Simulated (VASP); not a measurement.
# Ti3Al (P-6m2) in VASP: further runs

Ti3Al is run at these levels: PBEsol; tasks: single point, relaxation of cell and atoms.

Everything below comes from runs of VASP 6.6.1. Logs are shortened: lines on timing, memory, paths and dates and some standing lists are left out, and cuts for length are marked.

## 1. The cell of the first run

Symmetry: P-6m2, No. 187, hexagonal system. The conventional cell has a = 2.896 Å, b = 2.896 Å, c = 9.139 Å, α = 90.00°, β = 90.00°, γ = 120.00°. Within 3.7 Å of Ti (site symmetry -6m2) lie 12 Ti at 2.82 to 2.90 Å. Ti (site symmetry 3m) has 9 Ti at 2.82 to 2.90 Å and 3 Al at 2.84 Å within 3.7 Å. Al (site symmetry -6m2) has 6 Ti at 2.84 Å and 6 Al at 2.90 Å within 3.7 Å.

## 2. Single point, PBEsol

The input, INCAR:

```
SYSTEM = Ti3Al
PREC = Accurate
ENCUT = 520
EDIFF = 1E-7
ISMEAR = 0
SIGMA = 0.1
LREAL = .False.
LASPH = .True.
NELM = 80
ALGO = Fast
ISIF = 2
LWAVE = .False.
LCHARG = .False.
GGA = PS
NBANDS = 28
```

The input, KPOINTS:

```
Automatic mesh
0
Gamma
  18 18 6
  0 0 0
```

The input, POSCAR:

```
Ti3Al
1.0
    2.8957824531      0.0000000000      0.0000000000
   -1.4478912265      2.5078211682      0.0000000000
    0.0000000000      0.0000000000      9.1393541766
Ti Al
3 1
Direct
    0.6666666667      0.3333333333      0.0000000000
    0.3333333333      0.6666666667      0.7511761439
    0.3333333333      0.6666666667      0.2488238561
    0.6666666667      0.3333333333      0.5000000000
```

Potentials or basis: VASP PAW PBE potentials, release 64 (Ti_sv, Al).

On the command line:

```console
cat potpaw_PBE.64/Ti_sv/POTCAR potpaw_PBE.64/Al/POTCAR > POTCAR
mpirun -np 1 vasp_std > vasp.out
```

OUTCAR:

```text
SYSTEM = Ti3Al
   PREC = Accurate
   ENCUT = 520
   EDIFF = 1E-7
   ISMEAR = 0
   LREAL = .False.
   LASPH = .True.
   NELM = 80
   ISIF = 2
   GGA = PS

 ion  position               nearest neighbor table
   1  0.667  0.333  0.000-   2 2.82   3 2.82   2 2.82   3 2.82   2 2.82   3 2.82
   2  0.333  0.667  0.751-   1 2.82   1 2.82   1 2.82   4 2.84   4 2.84   4 2.84
   3  0.333  0.667  0.249-   1 2.82   1 2.82   1 2.82   4 2.84   4 2.84   4 2.84
   4  0.667  0.333  0.500-   2 2.84   3 2.84   2 2.84   3 2.84   2 2.84   3 2.84

  LATTYP: Found a hexagonal cell.
 ALAT       =     2.8957824531
 C/A-ratio  =     3.1560914277

  Lattice vectors:

 A1 = (   2.8957824531,   0.0000000000,   0.0000000000)
 A2 = (  -1.4478912265,   2.5078211682,   0.0000000000)
 A3 = (   0.0000000000,   0.0000000000,   9.1393541766)

Analysis of symmetry for initial positions (statically):
=====================================================================
 Subroutine PRICEL returns:
 Original cell was already a primitive cell.

 Routine SETGRP: Setting up the symmetry group for a
 hexagonal supercell.

 Subroutine GETGRP returns: Found 12 space group operations
 (whereof 12 operations were pure point group operations)
 out of a pool of 24 trial point group operations.

The static configuration has the point symmetry D_3h.

Analysis of symmetry for dynamics (positions and initial velocities):
=====================================================================
 Subroutine PRICEL returns:
 Original cell was already a primitive cell.

 Routine SETGRP: Setting up the symmetry group for a
 hexagonal supercell.

 Subroutine GETGRP returns: Found 12 space group operations
 (whereof 12 operations were pure point group operations)
 out of a pool of 24 trial point group operations.

The dynamic configuration has the point symmetry D_3h.

 Subroutine INISYM returns: Found 12 space group operations
 (whereof 12 operations are pure point group operations),
 and found     1 'primitive' translations

----------------------------------------------------------------------------------------

                                     Primitive cell

  volume of cell :      66.3709

  direct lattice vectors                    reciprocal lattice vectors
     2.895782453  0.000000000  0.000000000     0.345329809  0.199376258  0.000000000
    -1.447891226  2.507821168  0.000000000     0.000000000  0.398752516  0.000000000
     0.000000000  0.000000000  9.139354177     0.000000000  0.000000000  0.109416922

  length of vectors
     2.895782453  2.895782453  9.139354177     0.398752516  0.398752516  0.109416922

  position of ions in fractional coordinates (direct lattice)
     0.666666667  0.333333333  0.000000000
     0.333333333  0.666666667  0.751176144
     0.333333333  0.666666667  0.248823856
     0.666666667  0.333333333  0.500000000

  ion indices of the primitive-cell ions
   primitive index   ion index
                 1           1
                 2           2
                 3           3
                 4           4

----------------------------------------------------------------------------------------

 KPOINTS: Automatic mesh

Automatic generation of k-mesh.
 Grid dimensions read from file:
 generate k-points for:   18   18    6

 Generating k-lattice:

  Cartesian coordinates                     Fractional coordinates (reciprocal lattice)
     0.019184989  0.011076459  0.000000000     0.055555556  0.000000000  0.000000000
     0.000000000  0.022152918  0.000000000     0.000000000  0.055555556  0.000000000
     0.000000000  0.000000000  0.018236154     0.000000000  0.000000000  0.166666667

  Length of vectors
     0.022152918  0.022152918  0.018236154

  Shift w.r.t. Gamma in fractional coordinates (k-lattice)
     0.000000000  0.000000000  0.000000000

 Subroutine IBZKPT returns following result:
 ===========================================

 Found    148 irreducible k-points:

 Following reciprocal coordinates:
            Coordinates               Weight
  0.000000  0.000000  0.000000      1.000000
  0.055556  0.000000  0.000000      6.000000
  0.111111  0.000000  0.000000      6.000000
  0.166667  0.000000  0.000000      6.000000
  0.222222  0.000000  0.000000      6.000000
  0.277778  0.000000  0.000000      6.000000
[... 16 lines left out ...]
  0.333333  0.111111  0.000000     12.000000
  0.388889  0.111111  0.000000     12.000000
 [... further k-points ...]
   k-points           NKPTS =    148   k-points in BZ     NKDIM =    148   number of bands    NBANDS=     28
   number of dos      NEDOS =    301   number of ions     NIONS =      4
   total plane-waves  NPLWV =  40320
   dimension x,y,z NGX =    24 NGY =   24 NGZ =   70
   dimension x,y,z NGXF=    48 NGYF=   48 NGZF=  140
   ions per type =               3   1
   NGX,Y,Z   is equivalent  to a cutoff of  13.78, 13.78, 12.73 a.u.
   NGXF,Y,Z  is equivalent  to a cutoff of  27.56, 27.56, 25.47 a.u.
 SYSTEM =  Ti3Al
   PREC   = accura    normal or accurate (medium, high low for compatibility)
   ISTART =      0    job   : 0-new  1-cont  2-samecut
   ICHARG =      2    charge: 1-file 2-atom 10-const
   ISPIN  =      1    spin polarized calculation?
   LNONCOLLINEAR =      F non collinear calculations
   LSORBIT =      F    spin-orbit coupling
   LASPH  =      T    aspherical Exc in radial PAW
   ENCUT  =  520.0 eV  38.22 Ry    6.18 a.u.   5.38  5.38 16.99*2*pi/ulx,y,z
   NELM   =     80;   NELMIN=  2; NELMDL= -5     # of ELM steps
   EDIFF  = 0.1E-06   stopping-criterion for ELM
   LREAL  =      F    real-space projection
   EDIFFG = 0.1E-05   stopping-criterion for IOM
   NSW    =      0    number of steps for IOM
   IBRION =     -1    ionic relax: 0-MD 1-quasi-New 2-CG
   NFREE  =      0    steps in history (QN), initial steepest desc. (CG)
   ISIF   =      2    stress and relaxation
   ISYM   =      2    0-nonsym 1-usesym 2-fastsym
   POTIM  = 0.5000    time-step for ionic-motion
   TEBEG  =    0.0;   TEEND  =   0.0 temperature during run
   PSTRESS=    0.0 pullay stress
   NELECT =      39.0000    total number of electrons
   NUPDOWN=      -1.0000    fix difference up-down
   EMIN   =  10.00;   EMAX   =-10.00  energy-range for DOS
   EFERMI =   0.00;   METHOD = LEGACY
   ISMEAR =     0;   SIGMA  =   0.10  broadening in eV -4-tet -1-fermi 0-gaus
   EFERMI_NEDOS =   21; number of points for ismear=-14 and -15
   IALGO  =     68    algorithm
   IMIX   =      4    mixing-type and parameters
     AMIX     =   0.40;   BMIX     =  1.00
     AMIX_MAG =   1.60;   BMIX_MAG =  1.00
  volume/ion in A,a.u.               =      16.59       111.97
  Fermi-wavevector in a.u.,A,eV,Ry     =   1.371209  2.591210 25.581871  1.880214
  Thomas-Fermi vector in A             =   2.496926
   LORBIT       =      0    0 simple, 1 ext, 2 COOP (PROOUT), +10 PAW based schemes
   GGA     = PS    functional components
   LHFCALC =     F    Hartree Fock is set to
   AEXX    =    0.0000 exact exchange contribution
   IVDW    =     0    specifies the selected vdW correction
   LEPSILON=     F    determine dielectric tensor
   LRPA    =     F    only Hartree local field effects (RPA)
 non-spin polarized calculation
 RMM-DIIS sequential band-by-band and
 Gauss-broadening in eV      SIGMA  =   0.10
  energy-cutoff  :      520.00
  volume of cell :       66.37
 maximum number of plane-waves:      1828
 NGX is ok and might be reduce to    24

 number of electron      38.9999993 magnetization

 Free energy of the ion-electron system (eV)
  ---------------------------------------------------
  ext. energy  EPLUGINS =         0.00000000
  ---------------------------------------------------
  free energy    TOTEN  =       -29.63015392 eV

  energy without entropy =      -29.61187386  energy(sigma->0) =      -29.62101389

 E-fermi :   8.1982     XC(G=0): -11.4550

 val. band max:        8.1970442775   @ k =   0.1111   0.0556   0.0000
 cond. band min:       8.2041229873   @ k =   0.5000   0.0000   0.5000
 fundamental gap:      0.0070787098
 Fermi energy:         8.1982355620

 k-point     1 :       0.0000    0.0000    0.0000
  band No.  band energies     occupation
      1     -48.2362      2.00000
      2     -48.1782      2.00000
      3     -48.1120      2.00000
      4     -24.8884      2.00000
      5     -24.6061      2.00000
      6     -24.2829      2.00000
[... 20 lines left out ...]
     27      10.3723      0.00000
     28      11.0276      0.00000

 k-point     2 :       0.0556    0.0000    0.0000
  band No.  band energies     occupation
      1     -48.2328      2.00000
      2     -48.1756      2.00000
      3     -48.1102      2.00000
      4     -24.8826      2.00000
      5     -24.6061      2.00000
      6     -24.2919      2.00000
[... 20 lines left out ...]
     27      10.3391      0.00000
     28      10.9893      0.00000

 k-point     3 :       0.1111    0.0000    0.0000
  band No.  band energies     occupation
      1     -48.2229      2.00000
      2     -48.1682      2.00000
      3     -48.1052      2.00000
      4     -24.8657      2.00000
      5     -24.6076      2.00000
      6     -24.3239      2.00000
[... 20 lines left out ...]
     27      10.2633      0.00000
     28      10.9332      0.00000

 k-point     4 :       0.1667    0.0000    0.0000
  band No.  band energies     occupation
      1     -48.2074      2.00000
      2     -48.1567      2.00000
      3     -48.0978      2.00000
      4     -24.8399      2.00000
      5     -24.6149      2.00000
      6     -24.3824      2.00000
[... 578 lines left out ...]
     27      11.1297      0.00000
     28      11.2586      0.00000

 k-point    23 :       0.3333    0.1111    0.0000
  band No.  band energies     occupation
      1     -48.1214      2.00000
      2     -48.0988      2.00000
      3     -48.0680      2.00000
      4     -24.7849      2.00000
      5     -24.7813      2.00000
      6     -24.6574      2.00000
[... 20 lines left out ...]
     27      11.2310      0.00000
     28      11.4457      0.00000

 k-point    24 :       0.3889    0.1111    0.0000
  band No.  band energies     occupation
      1     -48.1083      2.00000
      2     -48.0917      2.00000
      3     -48.0669      2.00000
      4     -24.8201      2.00000
      5     -24.8025      2.00000
      6     -24.6911      2.00000
[... 20 lines left out ...]
     27      11.2749      0.00000
     28      11.6831      0.00000

 [... further k-points ...]
[... 5 lines left out ...]
  --------------------------------------------------------------------------------------
  -------------------------------------------------------------------------------------
  Total       -0.0679748     -0.0679748     -0.0414963     -0.0000000      0.0000000     -0.0000000
  in kB       -1.6408933     -1.6408933     -1.0017107     -0.0000000      0.0000000     -0.0000000
  external PRESSURE =      -1.4278325 kB  Pullay stress =       0.0000000 kB

 VOLUME and BASIS-vectors are now :
 -----------------------------------------------------------------------------
  energy-cutoff  :      520.00
  volume of cell :       66.37
      direct lattice vectors                 reciprocal lattice vectors
     2.895782453  0.000000000  0.000000000     0.345329809  0.199376258  0.000000000
    -1.447891226  2.507821168  0.000000000     0.000000000  0.398752516  0.000000000
     0.000000000  0.000000000  9.139354177     0.000000000  0.000000000  0.109416922

 POSITION                                       TOTAL-FORCE (eV/Angst)
 -----------------------------------------------------------------------------------
      1.44789      0.83594      0.00000         0.000000     -0.000000      0.000000
     -0.00000      1.67188      6.86526         0.000000     -0.000000      0.012642
     -0.00000      1.67188      2.27409        -0.000000      0.000000     -0.012642
      1.44789      0.83594      4.56968        -0.000000      0.000000      0.000000
 -----------------------------------------------------------------------------------
    total drift:                                0.000000     -0.000000     -0.000000

  FREE ENERGIE OF THE ION-ELECTRON SYSTEM (eV)
  ---------------------------------------------------
  free  energy   TOTEN  =       -29.6301539196 eV

  energy  without entropy=      -29.6118738602  energy(sigma->0) =      -29.62101389
```

It took 9 min on 1 thread of Intel Xeon 6975P-C (Granite Rapids), shared host; peak memory 0.36 GiB.

What came out:

| Property | Result |
| --- | --- |
| Free energy | -29.6302 eV |
| Pressure | -0.1 GPa |
| Largest force | 0.013 eV/Å |
| Band gap on the k mesh | zero (an odd number of electrons rules out a gap without spin polarisation) |

Forces in eV/Å, atoms in the order of the input:
```
Ti   0.000  0.000  0.000
Ti   0.000  0.000  0.013
Ti   0.000  0.000 -0.013
Al   0.000  0.000  0.000
```

Caveat: the PAW data sets were made with another functional, which shifts forces and pressure a little.

## 3. Single point, PBEsol

This run uses another cell than the first one: it holds 8 atoms, not 4.

The input, INCAR:

```
SYSTEM = Ti3Al
PREC     = Accurate       ! precision mode
ENCUT    = 520            ! plane-wave cutoff, eV
EDIFF    = 1E-6           ! SCF threshold, eV
ISMEAR   = 0              ! smearing method
SIGMA    = 0.15           ! smearing width, eV
LREAL    = .FALSE.        ! projectors in reciprocal space
LASPH    = .TRUE.         ! aspherical terms in the spheres
NELM     = 100            ! most SCF steps
ALGO     = Fast           ! electronic algorithm
ISIF     = 2              ! what is computed and relaxed
LWAVE    = .FALSE.        ! write WAVECAR
LCHARG   = .FALSE.        ! write CHGCAR
GGA      = PS             ! functional
NBANDS   = 49             ! bands
```

The input, KPOINTS:

```
Automatic mesh
0
G
  12 12 2
  0 0 0
```

The input, POSCAR:

```
Ti3Al
1.0
    2.8957824531      0.0000000000      0.0000000000
   -1.4478912265      2.5078211682      0.0000000000
    0.0000000000      0.0000000000     18.2787083532
Ti Al
6 2
Direct
    0.6666666667      0.3333333333      0.5000000000
    0.6666666667      0.3333333333      0.0000000000
    0.3333333333      0.6666666667      0.3755880720
    0.3333333333      0.6666666667      0.8755880720
    0.3333333333      0.6666666667      0.1244119280
    0.3333333333      0.6666666667      0.6244119280
    0.6666666667      0.3333333333      0.2500000000
    0.6666666667      0.3333333333      0.7500000000
```

Potentials or basis: VASP PAW PBE potentials, release 64 (Ti_sv, Al).

On the command line:

```console
cat potpaw_PBE.64/Ti_sv/POTCAR potpaw_PBE.64/Al/POTCAR > POTCAR
mpirun -np 1 vasp_std > vasp.out
```

It took 7.4 min on 1 thread of Intel Xeon 6975P-C (Granite Rapids), shared host; peak memory 0.38 GiB.

The run converged. Its results:

- Free energy: -59.2835 eV
- Pressure: -0.2 GPa
- Largest force: 0.007 eV/Å
- Band gap on the k mesh: zero (bands 39 and 40 overlap by 1.54 eV)

Forces on the atoms (eV/Å):
```
Ti   0.000  0.000  0.000
Ti   0.000  0.000  0.000
Ti   0.000  0.000  0.007
Ti   0.000  0.000  0.007
Ti   0.000  0.000 -0.007
Ti   0.000  0.000 -0.007
Al   0.000  0.000  0.000
Al   0.000  0.000  0.000
```

Levels at points of the mesh, in eV from the Fermi level:
| k point | band 36 | band 37 | band 38 | band 39 | band 40 | band 41 | band 42 | band 43 | band 44 | band 45 |
| --- | --- | --- | --- | --- | --- | --- | --- | --- | --- | --- |
| (0.00, 0.00, 0.00) | 0.55 | 0.78 | 0.81 | 0.86 | 0.86 | 0.86 | 0.86 | 0.94 | 0.94 | 0.95 |
| (0.50, 0.00, 0.00) | -1.24 | -0.96 | -0.64 | -0.35 | 0.01 | 0.89 | 0.93 | 0.94 | 1.06 | 1.12 |
| (0.00, 0.00, 0.50) | 0.52 | 0.80 | 0.80 | 0.86 | 0.86 | 0.86 | 0.86 | 0.95 | 0.95 | 0.95 |
| (0.50, 0.00, 0.50) | -1.05 | -0.89 | -0.89 | -0.23 | -0.23 | 0.91 | 0.91 | 1.09 | 1.09 | 1.16 |

Caveat: the PAW data sets were made with another functional, which shifts forces and pressure a little.

[end of part 1 of 2]
